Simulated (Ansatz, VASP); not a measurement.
## MoS2: VASP beside Ansatz

```
CELL_PARAMETERS angstrom
1.58759 0.91660 6.19394
-1.58759 0.91660 6.19394
0.00000 -1.83319 6.19394
ATOMIC_POSITIONS crystal
Mo 0.99999 0.99999 0.99999
S 0.41700 0.41700 0.41700
S 0.24968 0.24968 0.24968
```

Alike in both runs: task single point; functional r2SCAN; k mesh 10 × 10 × 10; no spin polarisation.

```csv
,VASP,Ansatz
version,VASP 6.6.1,Ansatz 0.2.0
potentials or method,"VASP PAW PBE potentials, release 64 (Mo_sv, S)","plane waves, PAW"
plane-wave cutoff (eV),520,500
occupations,"gaussian, width 0.01 eV",fixed
valence electrons in the cell,26,26
```

|  | VASP | Ansatz | Ansatz less VASP |
| --- | --- | --- | --- |
| gap on the k mesh at the Fermi level (eV) | 1.09 | 1.08 | -0.013 |
| pressure (GPa) | 1.2 | 1.2 | -0.05 |
| traceless stress, the component that is largest in VASP (GPa) | -0.15 | -0.10 | +0.058 |
| rms of the force components (eV/Å) | 0.024 | 0.026 | +0.0019 |

VASP's potentials were made for PBE, not for r2SCAN. Atom by atom the forces differ by 0.002 eV/Å (rms over components).
